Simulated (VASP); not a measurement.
Input of a VASP 6.6.1 run:

The input INCAR:

```
ALGO = Normal
EDIFF = 1E-6
ENCUT = 520
GGA = PE
ISIF = 2
ISMEAR = -1
LASPH = T
LCHARG = F
LREAL = F
LWAVE = F
NBANDS = 21
NELM = 100
PREC = Accurate
SIGMA = 0.05
```

The input KPOINTS:

```
k-points
0
Gamma
  8 8 8
```

File POSCAR:

```
Sn
1.0
   -2.9548411576      2.9548411576      1.5993019889
    2.9548411576     -2.9548411576      1.5993019889
    2.9254397530      2.9254397530     -1.5993019889
Sn
2
Direct
    0.0000000000      0.0000000000      0.0000000000
    0.7500000000      0.2500000000      0.5000000000
```

Potentials or basis: VASP PAW PBE potentials, release 64 (Sn_d).

Run with:

```bash
$ cat potpaw_PBE.64/Sn_d/POTCAR > POTCAR
$ mpirun -np 1 vasp_std > vasp.out
```

(1) Estimate the pressure.

(2) Estimate the band gap on the k mesh.

Results:

(1) 1.4 GPa.

(2) zero (bands 14 and 15 overlap by 3.59 eV).

Caveat: spin-orbit coupling is left out, which moves the levels of the heavy elements.
